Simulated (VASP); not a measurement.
# KI (P6_3/mmc) in VASP: relaxation of cell and atoms with PBE

Aim: the relaxation of cell and atoms of KI with PBE.

All numbers are computed with VASP 6.6.1; they aren't measurements. Logs are shortened: lines on timing, memory, paths and dates and some standing lists are left out, and cuts for length are marked.

**1. The cell of the first run**

The structure is hexagonal, space group P6_3/mmc (No. 194). The conventional cell has a = 5.075 Å, b = 5.075 Å, c = 24.861 Å, α = 90.00°, β = 90.00°, γ = 120.00°. Within 4.7 Å of K (site symmetry -6m2) lie 6 I at 3.59 Å. Within 4.7 Å of K (site symmetry 3m) lie 6 I at 3.59 Å. I (site symmetry 3m) has 6 K at 3.59 Å and 1 I at 4.14 Å within 4.7 Å. I (site symmetry -3m) has 6 K at 3.59 Å within 4.7 Å.

**2. Relaxation of cell and atoms, PBE**

INCAR reads:

```
PREC     = Accurate       # precision mode
ENCUT    = 600            # plane-wave cutoff, eV
EDIFF    = 1E-6           # SCF threshold, eV
ISMEAR   = 0              # smearing method
SIGMA    = 0.02           # smearing width, eV
LREAL    = False          # projectors in reciprocal space
LASPH    = True           # aspherical terms in the spheres
NELM     = 100            # most SCF steps
ALGO     = Normal         # electronic algorithm
ISIF     = 3              # what is computed and relaxed
LWAVE    = False          # write WAVECAR
LCHARG   = False          # write CHGCAR
GGA      = PE             # functional
IBRION   = 2              # ionic algorithm
NSW      = 65             # ionic steps
EDIFFG   = -0.01          # ionic threshold
```

KPOINTS reads:

```
Automatic mesh
0
Gamma
  6 6 1
```

POSCAR reads:

```
KI
1.0
    5.0747965705      0.0000000000      0.0000000000
   -2.5373982853      4.3949027491      0.0000000000
    0.0000000000      0.0000000000     24.8611828535
K I
6 6
Direct
    0.0000000000      0.0000000000      0.0000000000
    0.3333333333      0.6666666667      0.1666666667
    0.6666666667      0.3333333333      0.3333333333
    0.0000000000      0.0000000000      0.5000000000
    0.6666666667      0.3333333333      0.6666666667
    0.3333333333      0.6666666667      0.8333333333
    0.6666666667      0.3333333333      0.0833333333
    0.0000000000      0.0000000000      0.2500000000
    0.3333333333      0.6666666667      0.4166666667
    0.3333333333      0.6666666667      0.5833333333
    0.0000000000      0.0000000000      0.7500000000
    0.6666666667      0.3333333333      0.9166666667
```

Potentials or basis: VASP PAW PBE potentials, release 64 (K_sv, I).

Launch:

```
cat potpaw_PBE.64/K_sv/POTCAR potpaw_PBE.64/I/POTCAR > POTCAR
mpirun -np 1 vasp_std > vasp.out
```

OUTCAR:

```text
PREC = Accurate
   ENCUT = 600
   EDIFF = 1E-6
   ISMEAR = 0
   LREAL = False
   LASPH = True
   NELM = 100
   ISIF = 3
   GGA = PE
   IBRION = 2
   NSW = 65
   EDIFFG = -0.01

 ion  position               nearest neighbor table
   1  0.000  0.000  0.000-   7 3.59  12 3.59   7 3.59  12 3.59   7 3.59  12 3.59
   2  0.333  0.667  0.167-   8 3.59   8 3.59   8 3.59   7 3.59   7 3.59   7 3.59
   3  0.667  0.333  0.333-   8 3.59   8 3.59   8 3.59   9 3.59   9 3.59   9 3.59
   4  0.000  0.000  0.500-   9 3.59  10 3.59   9 3.59  10 3.59   9 3.59  10 3.59
   5  0.667  0.333  0.667-  11 3.59  11 3.59  11 3.59  10 3.59  10 3.59  10 3.59
   6  0.333  0.667  0.833-  11 3.59  11 3.59  11 3.59  12 3.59  12 3.59  12 3.59
   7  0.667  0.333  0.083-   1 3.59   1 3.59   1 3.59   2 3.59   2 3.59   2 3.59
   8  0.000  0.000  0.250-   2 3.59   3 3.59   3 3.59   2 3.59   3 3.59   2 3.59
   9  0.333  0.667  0.417-   4 3.59   4 3.59   4 3.59   3 3.59   3 3.59   3 3.59
  10  0.333  0.667  0.583-   4 3.59   4 3.59   4 3.59   5 3.59   5 3.59   5 3.59
  11  0.000  0.000  0.750-   5 3.59   6 3.59   5 3.59   6 3.59   5 3.59   6 3.59
  12  0.667  0.333  0.917-   1 3.59   1 3.59   1 3.59   6 3.59   6 3.59   6 3.59

  LATTYP: Found a hexagonal cell.
 ALAT       =     5.0747965705
 C/A-ratio  =     4.8989516147

  Lattice vectors:

 A1 = (   5.0747965705,   0.0000000000,   0.0000000000)
 A2 = (  -2.5373982853,   4.3949027491,   0.0000000000)
 A3 = (   0.0000000000,   0.0000000000,  24.8611828535)

Analysis of symmetry for initial positions (statically):
=====================================================================
 Subroutine PRICEL returns:
 Original cell was already a primitive cell.

 Routine SETGRP: Setting up the symmetry group for a
 hexagonal supercell.

 Subroutine GETGRP returns: Found 24 space group operations
 (whereof 12 operations were pure point group operations)
 out of a pool of 24 trial point group operations.

The static configuration has the point symmetry D_3h.
 The point group associated with its full space group is D_6h.

Analysis of symmetry for dynamics (positions and initial velocities):
=====================================================================
 Subroutine PRICEL returns:
 Original cell was already a primitive cell.

 Routine SETGRP: Setting up the symmetry group for a
 hexagonal supercell.

 Subroutine GETGRP returns: Found 24 space group operations
 (whereof 12 operations were pure point group operations)
 out of a pool of 24 trial point group operations.

The dynamic configuration has the point symmetry D_3h.
 The point group associated with its full space group is D_6h.

 Subroutine INISYM returns: Found 24 space group operations
 (whereof 12 operations are pure point group operations),
 and found     1 'primitive' translations

----------------------------------------------------------------------------------------

                                     Primitive cell

  volume of cell :     554.4849

  direct lattice vectors                    reciprocal lattice vectors
     5.074796571  0.000000000  0.000000000     0.197052234  0.113768160  0.000000000
    -2.537398285  4.394902749  0.000000000     0.000000000  0.227536320  0.000000000
     0.000000000  0.000000000 24.861182854     0.000000000  0.000000000  0.040223348

  length of vectors
     5.074796571  5.074796571 24.861182854     0.227536320  0.227536320  0.040223348

  position of ions in fractional coordinates (direct lattice)
     0.000000000  0.000000000  0.000000000
     0.333333333  0.666666667  0.166666667
     0.666666667  0.333333333  0.333333333
     0.000000000  0.000000000  0.500000000
     0.666666667  0.333333333  0.666666667
     0.333333333  0.666666667  0.833333333
     0.666666667  0.333333333  0.083333333
     0.000000000  0.000000000  0.250000000
     0.333333333  0.666666667  0.416666667
     0.333333333  0.666666667  0.583333333
     0.000000000  0.000000000  0.750000000
     0.666666667  0.333333333  0.916666667

  ion indices of the primitive-cell ions
   primitive index   ion index
                 1           1
                 2           2
                 3           3
                 4           4
                 5           5
                 6           6
                 7           7
                 8           8
                 9           9
                10          10
                11          11
                12          12

----------------------------------------------------------------------------------------

 KPOINTS: Automatic mesh

Automatic generation of k-mesh.
 Grid dimensions read from file:
 generate k-points for:    6    6    1

 Generating k-lattice:

  Cartesian coordinates                     Fractional coordinates (reciprocal lattice)
     0.032842039  0.018961360  0.000000000     0.166666667 -0.000000000  0.000000000
     0.000000000  0.037922720  0.000000000     0.000000000  0.166666667  0.000000000
     0.000000000  0.000000000  0.040223348     0.000000000  0.000000000  1.000000000

  Length of vectors
     0.037922720  0.037922720  0.040223348

  Shift w.r.t. Gamma in fractional coordinates (k-lattice)
     0.000000000  0.000000000  0.000000000

 Subroutine IBZKPT returns following result:
 ===========================================

 Found      7 irreducible k-points:

 Following reciprocal coordinates:
            Coordinates               Weight
  0.000000  0.000000  0.000000      1.000000
  0.166667  0.000000  0.000000      6.000000
  0.333333 -0.000000  0.000000      6.000000
  0.500000 -0.000000  0.000000      3.000000
  0.166667  0.166667  0.000000      6.000000
  0.333333  0.166667  0.000000     12.000000
  0.333333  0.333333  0.000000      2.000000
   k-points           NKPTS =      7   k-points in BZ     NKDIM =      7   number of bands    NBANDS=     57
   number of dos      NEDOS =    301   number of ions     NIONS =     12
   total plane-waves  NPLWV = 352800
   dimension x,y,z NGX =    42 NGY =   42 NGZ =  200
   dimension x,y,z NGXF=    84 NGYF=   84 NGZF=  400
   ions per type =               6   6
   NGX,Y,Z   is equivalent  to a cutoff of  13.76, 13.76, 13.37 a.u.
   NGXF,Y,Z  is equivalent  to a cutoff of  27.52, 27.52, 26.75 a.u.
 SYSTEM =  unknown system
   PREC   = accura    normal or accurate (medium, high low for compatibility)
   ISTART =      0    job   : 0-new  1-cont  2-samecut
   ICHARG =      2    charge: 1-file 2-atom 10-const
   ISPIN  =      1    spin polarized calculation?
   LNONCOLLINEAR =      F non collinear calculations
   LSORBIT =      F    spin-orbit coupling
   LASPH  =      T    aspherical Exc in radial PAW
   ENCUT  =  600.0 eV  44.10 Ry    6.64 a.u.  10.14 10.14 49.65*2*pi/ulx,y,z
   NELM   =    100;   NELMIN=  2; NELMDL= -5     # of ELM steps
   EDIFF  = 0.1E-05   stopping-criterion for ELM
   LREAL  =      F    real-space projection
   EDIFFG = -.1E-01   stopping-criterion for IOM
   NSW    =     65    number of steps for IOM
   IBRION =      2    ionic relax: 0-MD 1-quasi-New 2-CG
   NFREE  =      1    steps in history (QN), initial steepest desc. (CG)
   ISIF   =      3    stress and relaxation
   ISYM   =      2    0-nonsym 1-usesym 2-fastsym
   POTIM  = 0.5000    time-step for ionic-motion
   TEBEG  =    0.0;   TEEND  =   0.0 temperature during run
   PSTRESS=    0.0 pullay stress
   NELECT =      96.0000    total number of electrons
   NUPDOWN=      -1.0000    fix difference up-down
   EMIN   =  10.00;   EMAX   =-10.00  energy-range for DOS
   EFERMI =   0.00;   METHOD = LEGACY
   ISMEAR =     0;   SIGMA  =   0.02  broadening in eV -4-tet -1-fermi 0-gaus
   EFERMI_NEDOS =   21; number of points for ismear=-14 and -15
   IALGO  =     38    algorithm
   IMIX   =      4    mixing-type and parameters
     AMIX     =   0.40;   BMIX     =  1.00
     AMIX_MAG =   1.60;   BMIX_MAG =  1.00
  volume/ion in A,a.u.               =      46.21       311.82
  Fermi-wavevector in a.u.,A,eV,Ry     =   0.912435  1.724252 11.327366  0.832538
  Thomas-Fermi vector in A             =   2.036831
   LORBIT       =      0    0 simple, 1 ext, 2 COOP (PROOUT), +10 PAW based schemes
   GGA     = PE    functional components
   LHFCALC =     F    Hartree Fock is set to
   AEXX    =    0.0000 exact exchange contribution
   IVDW    =     0    specifies the selected vdW correction
   LEPSILON=     F    determine dielectric tensor
   LRPA    =     F    only Hartree local field effects (RPA)
 conjugate gradient relaxation of ions
 non-spin polarized calculation
 Gauss-broadening in eV      SIGMA  =   0.02
  energy-cutoff  :      600.00
  volume of cell :      554.48
 maximum number of plane-waves:     18570
 NGX is ok and might be reduce to    42
   NGX = 21   NGY = 21   NGZ = 99

--------------------------------------- Ionic step        1  -------------------------------------------

 number of electron      96.0000007 magnetization

 Free energy of the ion-electron system (eV)
  ---------------------------------------------------
  ext. energy  EPLUGINS =         0.00000000
  ---------------------------------------------------
  free energy    TOTEN  =       -33.20691411 eV

  energy without entropy =      -33.20691411  energy(sigma->0) =      -33.20691411

------------------------ aborting loop because EDIFF is reached ----------------------------------------

  FORCE on cell =-STRESS in cart. coord.  units (eV):
  Direction    XX          YY          ZZ          XY          YZ          ZX
  --------------------------------------------------------------------------------------
  -------------------------------------------------------------------------------------
  Total       -0.0998150     -0.0998150      1.7146147      0.0000000     -0.0000000      0.0000000
  in kB       -0.2884143     -0.2884143      4.9543584      0.0000000     -0.0000000      0.0000000
  external PRESSURE =       1.4591766 kB  Pullay stress =       0.0000000 kB
[... 353 lines left out ...]
  energy  without entropy=      -33.2492378331  energy(sigma->0) =      -33.24923783

--------------------------------------- Ionic step        9  -------------------------------------------

 number of electron      96.0000011 magnetization

 Free energy of the ion-electron system (eV)
  ---------------------------------------------------
  ext. energy  EPLUGINS =         0.00000000
  ---------------------------------------------------
  free energy    TOTEN  =       -33.25025415 eV

  energy without entropy =      -33.25025415  energy(sigma->0) =      -33.25025415

 E-fermi :  -0.4507     XC(G=0):  -6.9500

 val. band max:       -0.6068161551   @ k =   0.0000   0.0000   0.0000
 cond. band min:       3.1240490845   @ k =   0.0000   0.0000   0.0000
 fundamental gap:      3.7308652396
 Fermi energy:        -0.4507273837

 k-point     1 :       0.0000    0.0000    0.0000
  band No.  band energies     occupation
      1     -29.4461      2.00000
      2     -29.4461      2.00000
      3     -29.2326      2.00000
      4     -29.2326      2.00000
      5     -29.2319      2.00000
      6     -29.2319      2.00000
[... 448 lines left out ...]
  FREE ENERGIE OF THE ION-ELECTRON SYSTEM (eV)
  ---------------------------------------------------
  free  energy   TOTEN  =       -33.2502541455 eV

  energy  without entropy=      -33.2502541455  energy(sigma->0) =      -33.25025415

 reached required accuracy - stopping structural energy minimisation
```

Wall time 20 min (1 thread of Intel Xeon 6975P-C (Granite Rapids), shared host); peak memory 0.89 GiB.

What came out:

```
Free energy                            : -33.2503 eV
Relaxed volume                         : 46.63 Å³/atom
Relaxed cell                           : a = 5.020 Å, b = 5.020 Å, c = 25.644 Å, α = 90.00°, β = 90.00°, γ = 120.00°
Space group after relaxing (to 0.05 Å) : P6_3/mmc (No. 194)
Energy gained by relaxing              : 3.6 meV/atom
Ionic steps                            : 9
Pressure after relaxing                : 0.0 GPa
Largest force after relaxing           : 0.009 eV/Å
Band gap on the k mesh                 : 3.73 eV, direct
```

Forces in eV/Å, atoms in the order of the input:
```
K    0.000  0.000  0.000
K    0.000  0.000  0.009
K    0.000  0.000 -0.009
K    0.000  0.000  0.000
K    0.000  0.000  0.009
K    0.000  0.000 -0.009
I    0.000  0.000  0.009
I    0.000  0.000  0.000
I    0.000  0.000 -0.009
I    0.000  0.000  0.009
I    0.000  0.000  0.000
I    0.000  0.000 -0.009
```

The path:
| step | energy change (eV) | largest force (eV/Å) | pressure (GPa) | volume (Å³) |
| --- | --- | --- | --- | --- |
| 1 | 0.0000 | 0.1506 | 0.15 | 554.48 |
| 2 | -0.0143 | 0.1230 | 0.07 | 557.86 |
| 3 | -0.0337 | 0.0482 | -0.14 | 567.95 |
| 4 | -0.0339 | 0.0432 | -0.15 | 568.67 |
| 5 | -0.0395 | 0.0340 | -0.08 | 564.19 |
| 6 | -0.0418 | 0.0338 | 0.00 | 559.66 |
| 7 | -0.0418 | 0.0334 | 0.01 | 559.06 |
| 8 | -0.0423 | 0.0272 | 0.01 | 559.19 |
| 9 | -0.0433 | 0.0094 | 0.00 | 559.58 |

Final structure:
```
K I
1.0
     5.01965    0.00000    0.00000
    -2.50982    4.34714    0.00000
     0.00000    0.00000   25.64396
K I
6 6
Direct
  0.00000 0.00000 0.00000
  0.33333 0.66667 0.16763
  0.66667 0.33333 0.33237
  0.00000 0.00000 0.50000
  0.66667 0.33333 0.66763
  0.33333 0.66667 0.83237
  0.66667 0.33333 0.08534
  0.00000 0.00000 0.25000
  0.33333 0.66667 0.41466
  0.33333 0.66667 0.58534
  0.00000 0.00000 0.75000
  0.66667 0.33333 0.91466
```

Levels at points of the mesh, in eV from the valence-band top:
```
           k point  band 46  band 47  band 48  band 49  band 50  band 51
(0.00, 0.00, 0.00)    -0.04    -0.04     0.00     3.73     4.19     4.38
(0.50, 0.00, 0.00)    -0.33    -0.22    -0.15     4.85     5.06     5.31
```

Caveat: spin-orbit coupling is left out, which moves the levels of the heavy elements.
